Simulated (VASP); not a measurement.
# F2 in VASP: a series of runs

F2 is run at these levels: LDA; tasks: single point, relaxation of the atoms.

Everything below comes from runs of VASP 6.6.1. Logs are shortened: lines on timing, memory, paths and dates and some standing lists are left out, and cuts for length are marked.

## Step 1: The cell of the first run

The cell holds a molecule in a box, 2 atoms: a = 9.000 Å, b = 9.500 Å, c = 10.000 Å, α = 90.00°, β = 90.00°, γ = 90.00°.

## Step 2: Single point, LDA

Contents of INCAR:

```
SYSTEM = F
ALGO = Normal
EDIFF = 1E-6
ENCUT = 520
GGA = CA
ISIF = 2
ISMEAR = -1
LASPH = .TRUE.
LCHARG = .TRUE.
LELF = .TRUE.
LREAL = .FALSE.
LVHAR = .TRUE.
LWAVE = .FALSE.
NBANDS = 14
NELM = 80
PREC = Accurate
SIGMA = 0.02
```

Contents of KPOINTS:

```
k-points
0
G
  1 1 1
  0 0 0
```

Contents of POSCAR:

```
F
1.0
    9.0000000000      0.0000000000      0.0000000000
    0.0000000000      9.5000000000      0.0000000000
    0.0000000000      0.0000000000     10.0000000000
F
2
Direct
    0.5000000000      0.5000000000      0.4308123213
    0.5000000000      0.5000000000      0.5691876787
```

Potentials or basis: VASP PAW LDA potentials, release 64 (F).

Run with:

```sh
cat potpaw_LDA.64/F/POTCAR > POTCAR
mpirun -np 1 vasp_gam > vasp.out
```

OUTCAR:

```text
SYSTEM = F
   EDIFF = 1E-6
   ENCUT = 520
   GGA = CA
   ISIF = 2
   ISMEAR = -1
   LASPH = .TRUE.
   LREAL = .FALSE.
   NELM = 80
   PREC = Accurate

 ion  position               nearest neighbor table
   1  0.500  0.500  0.431-   2 1.38
   2  0.500  0.500  0.569-   1 1.38

  LATTYP: Found a simple orthorhombic cell.
 ALAT       =     9.0000000000
 B/A-ratio  =     1.0555555556
 C/A-ratio  =     1.1111111111

  Lattice vectors:

 A1 = (   9.0000000000,   0.0000000000,   0.0000000000)
 A2 = (   0.0000000000,   9.5000000000,   0.0000000000)
 A3 = (   0.0000000000,   0.0000000000,  10.0000000000)

Analysis of symmetry for initial positions (statically):
=====================================================================
 Subroutine PRICEL returns:
 Original cell was already a primitive cell.

 Routine SETGRP: Setting up the symmetry group for a
 simple orthorhombic supercell.

 Subroutine GETGRP returns: Found  8 space group operations
 (whereof  8 operations were pure point group operations)
 out of a pool of  8 trial point group operations.

The static configuration has the point symmetry D_2h.

Analysis of symmetry for dynamics (positions and initial velocities):
=====================================================================
 Subroutine PRICEL returns:
 Original cell was already a primitive cell.

 Routine SETGRP: Setting up the symmetry group for a
 simple orthorhombic supercell.

 Subroutine GETGRP returns: Found  8 space group operations
 (whereof  8 operations were pure point group operations)
 out of a pool of  8 trial point group operations.

The dynamic configuration has the point symmetry D_2h.

 Subroutine INISYM returns: Found  8 space group operations
 (whereof  8 operations are pure point group operations),
 and found     1 'primitive' translations

----------------------------------------------------------------------------------------

                                     Primitive cell

  volume of cell :     855.0000

  direct lattice vectors                    reciprocal lattice vectors
     9.000000000  0.000000000  0.000000000     0.111111111  0.000000000  0.000000000
     0.000000000  9.500000000  0.000000000     0.000000000  0.105263158  0.000000000
     0.000000000  0.000000000 10.000000000     0.000000000  0.000000000  0.100000000

  length of vectors
     9.000000000  9.500000000 10.000000000     0.111111111  0.105263158  0.100000000

[... 56 lines left out ...]
   EDIFF  = 0.1E-05   stopping-criterion for ELM
   LREAL  =      F    real-space projection
   EDIFFG = 0.1E-04   stopping-criterion for IOM
   NSW    =      0    number of steps for IOM
   IBRION =     -1    ionic relax: 0-MD 1-quasi-New 2-CG
   NFREE  =      0    steps in history (QN), initial steepest desc. (CG)
   ISIF   =      2    stress and relaxation
   ISYM   =      2    0-nonsym 1-usesym 2-fastsym
   POTIM  = 0.5000    time-step for ionic-motion
   TEBEG  =    0.0;   TEEND  =   0.0 temperature during run
   PSTRESS=    0.0 pullay stress
   NELECT =      14.0000    total number of electrons
   NUPDOWN=      -1.0000    fix difference up-down
   EMIN   =  10.00;   EMAX   =-10.00  energy-range for DOS
   EFERMI =   0.00;   METHOD = LEGACY
   ISMEAR =    -1;   SIGMA  =   0.02  broadening in eV -4-tet -1-fermi 0-gaus
   EFERMI_NEDOS =   21; number of points for ismear=-14 and -15
   IALGO  =     38    algorithm
   IMIX   =      4    mixing-type and parameters
     AMIX     =   0.40;   BMIX     =  1.00
     AMIX_MAG =   1.60;   BMIX_MAG =  1.00
  volume/ion in A,a.u.               =     427.50      2884.91
  Fermi-wavevector in a.u.,A,eV,Ry     =   0.415715  0.785587  2.351342  0.172819
  Thomas-Fermi vector in A             =   1.374838
   LORBIT       =      0    0 simple, 1 ext, 2 COOP (PROOUT), +10 PAW based schemes
   GGA     = CA    functional components
   LHFCALC =     F    Hartree Fock is set to
   AEXX    =    0.0000 exact exchange contribution
   IVDW    =     0    specifies the selected vdW correction
   LEPSILON=     F    determine dielectric tensor
   LRPA    =     F    only Hartree local field effects (RPA)
 non-spin polarized calculation
  energy-cutoff  :      520.00
  volume of cell :      855.00
 maximum number of plane-waves:     11510
 NGX is ok and might be reduce to    70
   NGX = 33   NGY = 35   NGZ = 37

 number of electron      13.9999997 magnetization

 Free energy of the ion-electron system (eV)
  ---------------------------------------------------
  ext. energy  EPLUGINS =         0.00000000
  ---------------------------------------------------
  free energy    TOTEN  =        -4.09915690 eV

  energy without entropy =       -4.09915690  energy(sigma->0) =       -4.09915690

 E-fermi :  -8.8376     XC(G=0):  -0.5902

 val. band max:       -9.3578274696   @ k =   0.0000   0.0000   0.0000
 cond. band min:      -5.6514304048   @ k =   0.0000   0.0000   0.0000
 fundamental gap:      3.7063970648
 Fermi energy:        -8.8375527975

 k-point     1 :       0.0000    0.0000    0.0000
  band No.  band energies     occupation
      1     -34.2425      2.00000
      2     -27.1237      2.00000
      3     -15.6957      2.00000
      4     -13.0779      2.00000
      5     -13.0779      2.00000
      6      -9.3578      2.00000
      7      -9.3578      2.00000
      8      -5.6514      0.00000
      9      -0.2496      0.00000
     10       1.2618      0.00000
     11       1.2679      0.00000
     12       1.4146      0.00000
     13       1.5565      0.00000
     14       1.5838      0.00000

------------------------ aborting loop because EDIFF is reached ----------------------------------------

  FORCE on cell =-STRESS in cart. coord.  units (eV):
  Direction    XX          YY          ZZ          XY          YZ          ZX
  --------------------------------------------------------------------------------------
  -------------------------------------------------------------------------------------
  Total       -0.1103711     -0.1086351      0.7575495     -0.0000000      0.0000000      0.0000000
  in kB       -0.2068236     -0.2035704      1.4195656     -0.0000000      0.0000000      0.0000000
  external PRESSURE =       0.3363906 kB  Pullay stress =       0.0000000 kB

 VOLUME and BASIS-vectors are now :
 -----------------------------------------------------------------------------
  energy-cutoff  :      520.00
  volume of cell :      855.00
      direct lattice vectors                 reciprocal lattice vectors
     9.000000000  0.000000000  0.000000000     0.111111111  0.000000000  0.000000000
     0.000000000  9.500000000  0.000000000     0.000000000  0.105263158  0.000000000
     0.000000000  0.000000000 10.000000000     0.000000000  0.000000000  0.100000000

 POSITION                                       TOTAL-FORCE (eV/Angst)
 -----------------------------------------------------------------------------------
      4.50000      4.75000      4.30812         0.000000      0.000000     -0.617235
      4.50000      4.75000      5.69188         0.000000      0.000000      0.617235
 -----------------------------------------------------------------------------------
    total drift:                                0.000000      0.000000      0.000000

  FREE ENERGIE OF THE ION-ELECTRON SYSTEM (eV)
  ---------------------------------------------------
  free  energy   TOTEN  =        -4.0991569036 eV

  energy  without entropy=       -4.0991569036  energy(sigma->0) =       -4.09915690
```

It took 16 s on 1 thread of AMD EPYC 9R45 (Zen 5), shared host; peak memory 0.45 GiB.

What came out:

```yaml
Free_energy: -4.0992 eV
Largest_force: 0.617 eV/Å
Gap_between_the_frontier_levels: 3.71 eV
```

Forces in eV/Å, atoms in the order of the input:
```
F    0.000  0.000 -0.617
F    0.000  0.000  0.617
```

## Step 3: Relaxation of the atoms, LDA

Contents of INCAR:

```
ALGO = Normal ; EDIFF = 1E-7
EDIFFG = -0.02 ; ENCUT = 520
GGA = CA ; IBRION = 2
ISIF = 2 ; ISMEAR = -1
LASPH = T ; LCHARG = F
LREAL = F ; LWAVE = F
NELM = 60 ; NSW = 60
PREC = Accurate ; SIGMA = 0.02
```

Contents of KPOINTS:

```
k-points
0
Gamma
  1 1 1
```

Contents of POSCAR:

```
F
1.0
    9.0000000000      0.0000000000      0.0000000000
    0.0000000000      9.5000000000      0.0000000000
    0.0000000000      0.0000000000     10.0000000000
F
2
Direct
    0.5000000000      0.5000000000      0.4290000000
    0.5000000000      0.5000000000      0.5710000000
```

Potentials or basis: VASP PAW LDA potentials, release 64 (F).

Run with:

```sh
cat potpaw_LDA.64/F/POTCAR > POTCAR
mpirun -np 1 vasp_gam > vasp.out
```

OUTCAR:

```text
EDIFF = 1E-7
   EDIFFG = -0.02
   ENCUT = 520
   GGA = CA
   IBRION = 2
   ISIF = 2
   ISMEAR = -1
   LASPH = T
   LREAL = F
   NELM = 60
   NSW = 60
   PREC = Accurate

 ion  position               nearest neighbor table
   1  0.500  0.500  0.429-   2 1.42
   2  0.500  0.500  0.571-   1 1.42

  LATTYP: Found a simple orthorhombic cell.
 ALAT       =     9.0000000000
 B/A-ratio  =     1.0555555556
 C/A-ratio  =     1.1111111111

  Lattice vectors:

 A1 = (   9.0000000000,   0.0000000000,   0.0000000000)
 A2 = (   0.0000000000,   9.5000000000,   0.0000000000)
 A3 = (   0.0000000000,   0.0000000000,  10.0000000000)

Analysis of symmetry for initial positions (statically):
=====================================================================
[... 157 lines left out ...]
  Total       -0.1079490     -0.1070295     -1.2054109      0.0000000      0.0000000      0.0000000
  in kB       -0.2022847     -0.2005617     -2.2588094      0.0000000      0.0000000      0.0000000
  external PRESSURE =      -0.8872186 kB  Pullay stress =       0.0000000 kB
[... 59 lines left out ...]
--------------------------------------- Ionic step        3  -------------------------------------------

 number of electron      13.9999997 magnetization

 Free energy of the ion-electron system (eV)
  ---------------------------------------------------
  ext. energy  EPLUGINS =         0.00000000
  ---------------------------------------------------
  free energy    TOTEN  =        -4.10371351 eV

  energy without entropy =       -4.10371351  energy(sigma->0) =       -4.10371351

 E-fermi :  -8.8651     XC(G=0):  -0.5861

 val. band max:       -9.4235856793   @ k =   0.0000   0.0000   0.0000
 cond. band min:      -5.9136200180   @ k =   0.0000   0.0000   0.0000
 fundamental gap:      3.5099656614
 Fermi energy:        -8.8651387687

 k-point     1 :       0.0000    0.0000    0.0000
  band No.  band energies     occupation
      1     -34.0299      2.00000
      2     -27.2281      2.00000
      3     -15.6418      2.00000
      4     -12.9963      2.00000
      5     -12.9963      2.00000
      6      -9.4236      2.00000
      7      -9.4236      2.00000
      8      -5.9136      0.00000
      9      -0.2478      0.00000
     10       1.2613      0.00000
     11       1.2751      0.00000
[... 27 lines left out ...]
  FREE ENERGIE OF THE ION-ELECTRON SYSTEM (eV)
  ---------------------------------------------------
  free  energy   TOTEN  =        -4.1037135083 eV

  energy  without entropy=       -4.1037135083  energy(sigma->0) =       -4.10371351

 reached required accuracy - stopping structural energy minimisation
```

OSZICAR:

```text
N       E                     dE             d eps       ncg     rms          rms(c)
DAV:   1     0.211279219622E+03    0.21128E+03   -0.33852E+03    22   0.737E+02
DAV:   2     0.661839894695E+02   -0.14510E+03   -0.14357E+03    38   0.111E+02
DAV:   3    -0.118348910182E+01   -0.67367E+02   -0.67300E+02    28   0.145E+02
[... 46 lines left out ...]
DAV:  10    -0.410370965484E+01   -0.66702E-05   -0.86833E-08    33   0.199E-03    0.222E-04
DAV:  11    -0.410371200032E+01   -0.23455E-05   -0.43509E-08    25   0.125E-03    0.108E-04
DAV:  12    -0.410371323399E+01   -0.12337E-05   -0.14826E-08    22   0.724E-04    0.371E-05
DAV:  13    -0.410371342057E+01   -0.18658E-06   -0.28781E-10    14   0.242E-04    0.238E-05
DAV:  14    -0.410371350831E+01   -0.87748E-07   -0.57369E-10    17   0.242E-04
   3 F= -.41037135E+01 E0= -.41037135E+01  d E =-.850166E-02
```

CONTCAR:

```text
F
   1.00000000000000
     9.0000000000000000    0.0000000000000000    0.0000000000000000
     0.0000000000000000    9.5000000000000000    0.0000000000000000
     0.0000000000000000    0.0000000000000000   10.0000000000000000
  F
     2
Direct
     0.5000000000000000    0.5000000000000000    0.4300689871039930
     0.5000000000000000    0.5000000000000000    0.5699310128960069

  0.00000000E+00  0.00000000E+00  0.00000000E+00
  0.00000000E+00  0.00000000E+00  0.00000000E+00
```

Wall time 26 s (1 thread of AMD EPYC 9R45 (Zen 5), shared host); peak memory 0.5 GiB.

What came out:

```yaml
Free_energy: -4.1037 eV
Energy_gained_by_relaxing: 4.3 meV/atom
Ionic_steps: 3
Largest_force_after_relaxing: 0.005 eV/Å
Gap_between_the_frontier_levels: 3.51 eV
```

Forces on the atoms (eV/Å):
```
F    0.000  0.000 -0.005
F    0.000  0.000  0.005
```

Step by step:
| step | energy change (eV) | largest force (eV/Å) | pressure (GPa) |
| --- | --- | --- | --- |
| 1 | 0.0000 | 0.7830 | -0.09 |
| 2 | 0.0564 | 2.5306 | 0.19 |
| 3 | -0.0085 | 0.0050 | -0.02 |

Final structure:
```cif
data_structure
_symmetry_space_group_name_H-M 'P 1'
_symmetry_Int_Tables_number 1
_cell_length_a 9.0000
_cell_length_b 9.5000
_cell_length_c 10.0000
_cell_angle_alpha 90.000
_cell_angle_beta 90.000
_cell_angle_gamma 90.000
_cell_volume 855.00
loop_
_atom_site_label
_atom_site_type_symbol
_atom_site_fract_x
_atom_site_fract_y
_atom_site_fract_z
_atom_site_occupancy
F1 F 0.50000 0.50000 0.43007 1
F2 F 0.50000 0.50000 0.56993 1
```

Levels at points of the mesh, in eV from the valence-band top:
```tsv
k point	band 5	band 6	band 7	band 8	band 9	band 10
(0.00, 0.00, 0.00)	-3.57	0.00	0.00	3.51	9.18	10.68
```
